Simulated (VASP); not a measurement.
Write the native input for VASP 6.6.1 that does the following.

```yaml
Task: single point
Functional: LDA
Potentials_or_basis: VASP PAW LDA potentials, release 64 (Cd, Te)
Cutoff: 520 eV
k_mesh: 6 × 6 × 6
Occupations: gaussian, width 0.01 eV
Spin: no spin polarisation
Dipole_correction: no
Further_INCAR_settings: ALGO = Normal; EDIFF = 1e-06; NBANDS = 16
```

The structure of CdTe lies in POSCAR:

```
CdTe
1.0
    0.0000000000      3.2471758892      3.2471758892
    3.2471758892      0.0000000000      3.2471758892
    3.2471758892      3.2471758892      0.0000000000
Cd Te
1 1
Direct
    0.0000000000      0.0000000000      0.0000000000
    0.2500000000      0.2500000000      0.2500000000
```

One way to write it, as run:

INCAR

```
SYSTEM = CdTe
PREC     = Accurate       ! precision mode
ENCUT    = 520            ! plane-wave cutoff, eV
EDIFF    = 1E-6           ! SCF threshold, eV
ISMEAR   = 0              ! smearing method
SIGMA    = 0.01           ! smearing width, eV
LREAL    = .False.        ! projectors in reciprocal space
LASPH    = .True.         ! aspherical terms in the spheres
NELM     = 80             ! most SCF steps
ALGO     = Normal         ! electronic algorithm
ISIF     = 2              ! what is computed and relaxed
LWAVE    = .False.        ! write WAVECAR
LCHARG   = .False.        ! write CHGCAR
NBANDS   = 16             ! bands
```

KPOINTS

```
Automatic mesh
0
Gamma
  6 6 6
  0 0 0
```

Potentials or basis: VASP PAW LDA potentials, release 64 (Cd, Te).

The run is started by

```sh
$ cat potpaw_LDA.64/Cd/POTCAR potpaw_LDA.64/Te/POTCAR > POTCAR
$ mpirun -np 1 vasp_std > vasp.out
```

Results of the run:

- Pressure: -1.4 GPa
- Band gap on the k mesh: 0.53 eV, direct

Caveat: spin-orbit coupling is left out, which moves the levels of the heavy elements.

It took 13 s on 1 thread of Intel(R) Xeon(R) Platinum 8259CL CPU @ 2.50GHz (Skylake/Cascade Lake), on a shared host, peak memory 0.18 GiB.
